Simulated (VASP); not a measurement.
SnTe:

```
CELL_PARAMETERS angstrom
0.00000 3.18935 3.18935
3.18935 0.00000 3.18935
3.18935 3.18935 0.00000
ATOMIC_POSITIONS crystal
Sn 0.00000 0.00000 0.00000
Te 0.50000 0.50000 0.50000
```

Base run:

```yaml
Program: VASP 6.6.1
Functional: PBE
Potentials_or_basis: VASP PAW PBE potentials, release 64 (Sn_d, Te)
Cutoff: 520 eV
k_mesh: 8 × 8 × 8
Occupations: fermi-dirac, width 0.02 eV
Spin: no spin polarisation
```

Its results: band gap on the k mesh 0.01 eV; pressure 0.6 GPa.

**Question.** The run is repeated on the same cell with these changes: functional from PBE to r2SCAN. What comes out?

**Answer.** Band gap on the k mesh 0.14 eV; pressure -0.1 GPa.

Caveats: spin-orbit coupling is left out, which moves the levels of the heavy elements; the PAW data sets were made with another functional, which shifts forces and pressure a little (at least some runs).

A k mesh can miss the band edges.
